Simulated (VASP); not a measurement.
# PbSe (Clausthalite) (Fm-3m) in VASP: a series of runs

The runs below take PbSe (Clausthalite) through single point, with PBE+D3(BJ).

Everything below comes from runs of VASP 6.6.1. Logs are shortened: lines on timing, memory, paths and dates and some standing lists are left out, and cuts for length are marked.

## (1) The cell of the first run

Symmetry: Fm-3m, No. 225, cubic system. Conventional cell: a = 6.121 Å, b = 6.121 Å, c = 6.121 Å, α = 90.00°, β = 90.00°, γ = 90.00°. Within 4.0 Å of Pb (site symmetry m-3m) lie 6 Se at 3.06 Å. Within 4.0 Å of Se (site symmetry m-3m) lie 6 Pb at 3.06 Å.

## (2) Single point, PBE+D3(BJ)

Contents of INCAR:

```
SYSTEM = PbSe
ALGO = Normal
EDIFF = 1E-6
ENCUT = 520
GGA = PE
ISIF = 2
ISMEAR = 0
IVDW = 12
LASPH = .True.
LCHARG = .False.
LREAL = .False.
LWAVE = .False.
NBANDS = 17
NELM = 80
PREC = Accurate
SIGMA = 0.1
```

Contents of KPOINTS:

```
k-points
0
Gamma
  5 5 5
  0 0 0
```

Contents of POSCAR:

```
PbSe
1.0
    0.0000000000      3.0606500000      3.0606500000
    3.0606500000      0.0000000000      3.0606500000
    3.0606500000      3.0606500000      0.0000000000
Pb Se
1 1
Direct
    0.0000000000      0.0000000000      0.0000000000
    0.5000000000      0.5000000000      0.5000000000
```

Potentials or basis: VASP PAW PBE potentials, release 64 (Pb_d, Se).

Started as:

```sh
> cat potpaw_PBE.64/Pb_d/POTCAR potpaw_PBE.64/Se/POTCAR > POTCAR
> mpirun -np 1 vasp_std > vasp.out
```

OUTCAR:

```text
SYSTEM = PbSe
   EDIFF = 1E-6
   ENCUT = 520
   GGA = PE
   ISIF = 2
   ISMEAR = 0
   IVDW = 12
   LASPH = .True.
   LREAL = .False.
   NELM = 80
   PREC = Accurate
 IVDW          = 12

 ion  position               nearest neighbor table
   1  0.000  0.000  0.000-   2 3.06   2 3.06   2 3.06   2 3.06   2 3.06   2 3.06
   2  0.500  0.500  0.500-   1 3.06   1 3.06   1 3.06   1 3.06   1 3.06   1 3.06

  LATTYP: Found a face centered cubic cell.
 ALAT       =     6.1213000000

  Lattice vectors:

 A1 = (   0.0000000000,   3.0606500000,   3.0606500000)
 A2 = (   3.0606500000,   0.0000000000,   3.0606500000)
 A3 = (   3.0606500000,   3.0606500000,   0.0000000000)

Analysis of symmetry for initial positions (statically):
=====================================================================
 Subroutine PRICEL returns:
 Original cell was already a primitive cell.

 Routine SETGRP: Setting up the symmetry group for a
 face centered cubic supercell.

 Subroutine GETGRP returns: Found 48 space group operations
 (whereof 48 operations were pure point group operations)
 out of a pool of 48 trial point group operations.

The static configuration has the point symmetry O_h .

Analysis of symmetry for dynamics (positions and initial velocities):
=====================================================================
 Subroutine PRICEL returns:
 Original cell was already a primitive cell.

 Routine SETGRP: Setting up the symmetry group for a
 face centered cubic supercell.

 Subroutine GETGRP returns: Found 48 space group operations
 (whereof 48 operations were pure point group operations)
 out of a pool of 48 trial point group operations.

The dynamic configuration has the point symmetry O_h .

 Subroutine INISYM returns: Found 48 space group operations
 (whereof 48 operations are pure point group operations),
 and found     1 'primitive' translations

----------------------------------------------------------------------------------------

                                     Primitive cell

  volume of cell :      57.3418

  direct lattice vectors                    reciprocal lattice vectors
     0.000000000  3.060650000  3.060650000    -0.163363991  0.163363991  0.163363991
     3.060650000  0.000000000  3.060650000     0.163363991 -0.163363991  0.163363991
     3.060650000  3.060650000  0.000000000     0.163363991  0.163363991 -0.163363991

  length of vectors
     4.328412740  4.328412740  4.328412740     0.282954733  0.282954733  0.282954733

  position of ions in fractional coordinates (direct lattice)
     0.000000000  0.000000000  0.000000000
     0.500000000  0.500000000  0.500000000

  ion indices of the primitive-cell ions
   primitive index   ion index
                 1           1
                 2           2

----------------------------------------------------------------------------------------

 KPOINTS: k-points

Automatic generation of k-mesh.
 Grid dimensions read from file:
 generate k-points for:    5    5    5

 Generating k-lattice:

  Cartesian coordinates                     Fractional coordinates (reciprocal lattice)
    -0.032672798  0.032672798  0.032672798     0.200000000  0.000000000  0.000000000
     0.032672798 -0.032672798  0.032672798     0.000000000  0.200000000  0.000000000
     0.032672798  0.032672798 -0.032672798     0.000000000  0.000000000  0.200000000

  Length of vectors
     0.056590947  0.056590947  0.056590947

  Shift w.r.t. Gamma in fractional coordinates (k-lattice)
     0.000000000  0.000000000  0.000000000

 Subroutine IBZKPT returns following result:
 ===========================================

 Found     10 irreducible k-points:

 Following reciprocal coordinates:
            Coordinates               Weight
  0.000000  0.000000  0.000000      1.000000
  0.200000  0.000000  0.000000      8.000000
  0.400000  0.000000  0.000000      8.000000
  0.200000  0.200000  0.000000      6.000000
  0.400000  0.200000  0.000000     24.000000
 -0.400000  0.200000  0.000000     24.000000
 -0.200000  0.200000  0.000000     12.000000
  0.400000  0.400000  0.000000      6.000000
 -0.400000  0.400000  0.000000     12.000000
 -0.400000  0.400000  0.200000     24.000000
   k-points           NKPTS =     10   k-points in BZ     NKDIM =     10   number of bands    NBANDS=     17
   number of dos      NEDOS =    301   number of ions     NIONS =      2
   total plane-waves  NPLWV =  32768
   dimension x,y,z NGX =    32 NGY =   32 NGZ =   32
   dimension x,y,z NGXF=    64 NGYF=   64 NGZF=   64
   ions per type =               1   1
   NGX,Y,Z   is equivalent  to a cutoff of  12.29, 12.29, 12.29 a.u.
   NGXF,Y,Z  is equivalent  to a cutoff of  24.58, 24.58, 24.58 a.u.
 SYSTEM =  PbSe
   PREC   = accura    normal or accurate (medium, high low for compatibility)
   ISTART =      0    job   : 0-new  1-cont  2-samecut
   ICHARG =      2    charge: 1-file 2-atom 10-const
   ISPIN  =      1    spin polarized calculation?
   LNONCOLLINEAR =      F non collinear calculations
   LSORBIT =      F    spin-orbit coupling
   LASPH  =      T    aspherical Exc in radial PAW
   ENCUT  =  520.0 eV  38.22 Ry    6.18 a.u.   8.05  8.05  8.05*2*pi/ulx,y,z
   NELM   =     80;   NELMIN=  2; NELMDL= -5     # of ELM steps
   EDIFF  = 0.1E-05   stopping-criterion for ELM
   LREAL  =      F    real-space projection
   EDIFFG = 0.1E-04   stopping-criterion for IOM
   NSW    =      0    number of steps for IOM
   IBRION =     -1    ionic relax: 0-MD 1-quasi-New 2-CG
   NFREE  =      0    steps in history (QN), initial steepest desc. (CG)
   ISIF   =      2    stress and relaxation
   ISYM   =      2    0-nonsym 1-usesym 2-fastsym
   POTIM  = 0.5000    time-step for ionic-motion
   TEBEG  =    0.0;   TEEND  =   0.0 temperature during run
   PSTRESS=    0.0 pullay stress
   NELECT =      20.0000    total number of electrons
   NUPDOWN=      -1.0000    fix difference up-down
   EMIN   =  10.00;   EMAX   =-10.00  energy-range for DOS
   EFERMI =   0.00;   METHOD = LEGACY
   ISMEAR =     0;   SIGMA  =   0.10  broadening in eV -4-tet -1-fermi 0-gaus
   EFERMI_NEDOS =   21; number of points for ismear=-14 and -15
   IALGO  =     38    algorithm
   IMIX   =      4    mixing-type and parameters
     AMIX     =   0.40;   BMIX     =  1.00
     AMIX_MAG =   1.60;   BMIX_MAG =  1.00
  volume/ion in A,a.u.               =      28.67       193.48
  Fermi-wavevector in a.u.,A,eV,Ry     =   1.152377  2.177676 18.068159  1.327972
  Thomas-Fermi vector in A             =   2.289028
   LORBIT       =      0    0 simple, 1 ext, 2 COOP (PROOUT), +10 PAW based schemes
   GGA     = PE    functional components
   LHFCALC =     F    Hartree Fock is set to
   AEXX    =    0.0000 exact exchange contribution
   IVDW    =    12    specifies the selected vdW correction
   LEPSILON=     F    determine dielectric tensor
   LRPA    =     F    only Hartree local field effects (RPA)
 non-spin polarized calculation
 Gauss-broadening in eV      SIGMA  =   0.10
  energy-cutoff  :      520.00
  volume of cell :       57.34
 maximum number of plane-waves:      1554
   NGX = 17   NGY = 17   NGZ = 17

 number of electron      20.0000000 magnetization

 Free energy of the ion-electron system (eV)
  ---------------------------------------------------
  ext. energy  EPLUGINS =         0.00000000
  ---------------------------------------------------
  free energy    TOTEN  =        -8.18990133 eV

  energy without entropy =       -8.18990133  energy(sigma->0) =       -8.18990133

 E-fermi :   5.1385     XC(G=0):  -9.5339

 val. band max:        4.6867587992   @ k =   0.4000   0.0000   0.0000
 cond. band min:       5.8736640822   @ k =   0.4000   0.0000   0.0000
 fundamental gap:      1.1869052830
 Fermi energy:         5.1385016905

 k-point     1 :       0.0000    0.0000    0.0000
  band No.  band energies     occupation
      1     -11.7741      2.00000
      2     -11.7741      2.00000
      3     -11.7741      2.00000
      4     -11.7704      2.00000
      5     -11.7704      2.00000
      6      -8.5320      2.00000
[... 9 lines left out ...]
     16      11.5813      0.00000
     17      13.2385      0.00000

 k-point     2 :       0.2000    0.0000    0.0000
  band No.  band energies     occupation
      1     -11.7796      2.00000
      2     -11.7796      2.00000
      3     -11.7728      2.00000
      4     -11.7621      2.00000
      5     -11.7621      2.00000
      6      -8.2388      2.00000
[... 9 lines left out ...]
     16      12.3861      0.00000
     17      15.4832      0.00000

 k-point     3 :       0.4000    0.0000    0.0000
  band No.  band energies     occupation
      1     -11.7931      2.00000
      2     -11.7931      2.00000
      3     -11.7713      2.00000
      4     -11.7437      2.00000
      5     -11.7437      2.00000
      6      -7.6091      2.00000
[... 9 lines left out ...]
     16      14.3736      0.00000
     17      16.2167      0.00000

 k-point     4 :       0.2000    0.2000    0.0000
  band No.  band energies     occupation
      1     -11.7998      2.00000
      2     -11.7803      2.00000
      3     -11.7639      2.00000
      4     -11.7593      2.00000
      5     -11.7593      2.00000
      6      -8.1318      2.00000
[... 9 lines left out ...]
     16      13.7532      0.00000
     17      14.2125      0.00000

 k-point     5 :       0.4000    0.2000    0.0000
  band No.  band energies     occupation
      1     -11.8259      2.00000
      2     -11.7772      2.00000
      3     -11.7726      2.00000
      4     -11.7493      2.00000
      5     -11.7407      2.00000
      6      -7.5886      2.00000
[... 9 lines left out ...]
     16      15.4136      0.00000
     17      16.2068      0.00000

 k-point     6 :      -0.4000    0.2000    0.0000
  band No.  band energies     occupation
      1     -11.8210      2.00000
      2     -11.7841      2.00000
      3     -11.7644      2.00000
      4     -11.7508      2.00000
      5     -11.7416      2.00000
      6      -7.3148      2.00000
[... 9 lines left out ...]
     16      14.3475      0.00000
     17      16.7082      0.00000

 k-point     7 :      -0.2000    0.2000    0.0000
  band No.  band energies     occupation
      1     -11.7933      2.00000
      2     -11.7855      2.00000
      3     -11.7691      2.00000
      4     -11.7578      2.00000
      5     -11.7508      2.00000
      6      -7.8095      2.00000
[... 9 lines left out ...]
     16      14.6047      0.00000
     17      15.2196      0.00000

 k-point     8 :       0.4000    0.4000    0.0000
  band No.  band energies     occupation
      1     -11.8809      2.00000
      2     -11.7905      2.00000
      3     -11.7533      2.00000
      4     -11.7340      2.00000
      5     -11.7340      2.00000
      6      -7.2759      2.00000
[... 9 lines left out ...]
     16      16.0977      0.00000
     17      17.2963      0.00000

 k-point     9 :      -0.4000    0.4000    0.0000
  band No.  band energies     occupation
      1     -11.8758      2.00000
      2     -11.7815      2.00000
      3     -11.7616      2.00000
      4     -11.7378      2.00000
      5     -11.7334      2.00000
      6      -7.0938      2.00000
[... 9 lines left out ...]
     16      15.8535      0.00000
     17      17.7923      0.00000

 k-point    10 :      -0.4000    0.4000    0.2000
  band No.  band energies     occupation
      1     -11.8520      2.00000
      2     -11.7726      2.00000
      3     -11.7706      2.00000
      4     -11.7503      2.00000
      5     -11.7342      2.00000
      6      -7.1848      2.00000
[... 9 lines left out ...]
     16      16.3786      0.00000
     17      16.4641      0.00000

------------------------ aborting loop because EDIFF is reached ----------------------------------------

 Edisp (eV)   -0.73659

 E8    (eV) :    -0.3436

  FORCE on cell =-STRESS in cart. coord.  units (eV):
  Direction    XX          YY          ZZ          XY          YZ          ZX
  --------------------------------------------------------------------------------------
  -------------------------------------------------------------------------------------
  Total       0.04638     0.04638     0.04638    -0.00000    -0.00000     0.00000
  in kB       1.29589     1.29589     1.29589    -0.00000    -0.00000     0.00000
  external pressure =        1.30 kB  Pullay stress =        0.00 kB

 VOLUME and BASIS-vectors are now :
 -----------------------------------------------------------------------------
  energy-cutoff  :      520.00
  volume of cell :       57.34
      direct lattice vectors                 reciprocal lattice vectors
     0.000000000  3.060650000  3.060650000    -0.163363991  0.163363991  0.163363991
     3.060650000  0.000000000  3.060650000     0.163363991 -0.163363991  0.163363991
     3.060650000  3.060650000  0.000000000     0.163363991  0.163363991 -0.163363991

 POSITION                                       TOTAL-FORCE (eV/Angst)
 -----------------------------------------------------------------------------------
      0.00000      0.00000      0.00000         0.000000      0.000000      0.000000
      3.06065      3.06065      3.06065        -0.000000     -0.000000     -0.000000
 -----------------------------------------------------------------------------------
    total drift:                                0.000000     -0.000000     -0.000000

  FREE ENERGIE OF THE ION-ELECTRON SYSTEM (eV)
  ---------------------------------------------------
  free  energy   TOTEN  =        -8.9264865324 eV

  energy  without entropy=       -8.9264865323  energy(sigma->0) =       -8.92648653
```

Run time: 6.5 s. Hardware: 1 thread of Intel Xeon 6975P-C, shared host; peak memory 0.19 GiB.

What came out:

```
Free energy                : -8.9265 eV
Pressure                   : 0.1 GPa
Dispersion energy per atom : -0.368 eV
```

Levels at points of the mesh, in eV from the Fermi level:
```csv
k point,band 6,band 7,band 8,band 9,band 10,band 11,band 12,band 13,band 14,band 15
"(0.00, 0.00, 0.00)",-13.67,-6.38,-1.95,-1.95,-1.95,4.64,4.64,4.64,6.44,6.44
```

Caveat: this odd mesh misses L, where the gap lies, so gap, dielectric constants and Born charges aren't listed; three body term missing; spin-orbit coupling is left out, which moves the levels of the heavy elements.

## (3) Single point, PBE+D3(BJ)

This run uses another cell than the first one, of 29.44 Å³/atom, 1.027 times its volume.

Contents of INCAR:

```
PREC     = Accurate       # precision mode
ENCUT    = 520            # plane-wave cutoff, eV
EDIFF    = 1E-6           # SCF threshold, eV
ISMEAR   = 0              # smearing method
SIGMA    = 0.1            # smearing width, eV
LREAL    = F              # projectors in reciprocal space
LASPH    = T              # aspherical terms in the spheres
NELM     = 80             # most SCF steps
ALGO     = Normal         # electronic algorithm
ISIF     = 2              # what is computed and relaxed
LWAVE    = F              # write WAVECAR
LCHARG   = T              # write CHGCAR
GGA      = PE             # functional
IVDW     = 12             # dispersion correction
LELF     = T              # ELF
LVHAR    = T            
NBANDS   = 17             # bands
```

Contents of KPOINTS:

```
regular mesh
0
Gamma
  5 5 5
```

Contents of POSCAR:

```
PbSe
1.0
    0.0000000000      3.0876174688      3.0876174688
    3.0876174688      0.0000000000      3.0876174688
    3.0876174688      3.0876174688      0.0000000000
Pb Se
1 1
Direct
    0.0000000000      0.0000000000      0.0000000000
    0.5000000000      0.5000000000      0.5000000000
```

Potentials or basis: VASP PAW PBE potentials, release 64 (Pb_d, Se).

Started as:

```sh
> cat potpaw_PBE.64/Pb_d/POTCAR potpaw_PBE.64/Se/POTCAR > POTCAR
> mpirun -np 1 vasp_std > vasp.out
```

Run time: 8.2 s. Hardware: 1 thread of Intel Xeon 6975P-C, shared host; peak memory 0.18 GiB.

Results (log left out):

```
Free energy                : -8.9219 eV
Pressure                   : -1.2 GPa
Dispersion energy per atom : -0.359 eV
```

Levels at points of the mesh, in eV from the Fermi level:
```
           k point  band 6  band 7  band 8  band 9  band 10  band 11  band 12  band 13  band 14  band 15
(0.00, 0.00, 0.00)  -13.49   -6.46   -1.87   -1.87    -1.87     4.54     4.54     4.54     6.46     6.46
```

Caveat: this odd mesh misses L, where the gap lies, so gap, dielectric constants and Born charges aren't listed; three body term missing; spin-orbit coupling is left out, which moves the levels of the heavy elements.

[end of part 1 of 2]
